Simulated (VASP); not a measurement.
A run of VASP 6.6.1:

The input INCAR:

```
PREC = Accurate ; ENCUT = 520
EDIFF = 1E-8 ; ISMEAR = -1
SIGMA = 0.02 ; LREAL = F
LASPH = T ; NELM = 120
ALGO = Normal ; ISIF = 2
LWAVE = F ; LCHARG = F
GGA = PE ; LEFG = T
NBANDS = 38 ; GGA_COMPAT = F
```

File KPOINTS:

```
regular mesh
0
Gamma
  5 5 5
```

File POSCAR:

```
KCdCO3F
1.0
    5.1324000000      0.0000000000      0.0000000000
   -2.5662000000      4.4447887824      0.0000000000
    0.0000000000      0.0000000000      4.4324000000
K Cd C O F
1 1 1 3 1
Direct
    0.0000000000      0.0000000000      0.0000000000
    0.6666666667      0.3333333333      0.5000000000
    0.3333333333      0.6666666667      0.5000000000
    0.1925000000      0.3850000000      0.5000000000
    0.1925000000      0.8075000000      0.5000000000
    0.6150000000      0.8075000000      0.5000000000
    0.6666666667      0.3333333333      0.0000000000
```

Potentials or basis: VASP PAW PBE potentials, release 64 (K_sv, Cd_sv_GW, C, O, F).

The run is started by

```sh
$ cat potpaw_PBE.64/K_sv/POTCAR potpaw_PBE.64/Cd_sv_GW/POTCAR potpaw_PBE.64/C/POTCAR potpaw_PBE.64/O/POTCAR potpaw_PBE.64/F/POTCAR > POTCAR
$ mpirun -np 1 vasp_std > vasp.out
```

Hardware: 1 thread of Intel(R) Xeon(R) Platinum 8488C (Sapphire Rapids), on a shared host.

Estimate the wall time of this run.

Wall time 97 s on 1 thread of Intel(R) Xeon(R) Platinum 8488C (Sapphire Rapids), with other jobs on the host, peak memory 0.28 GiB. Counts: scf iterations 18, k points 15.
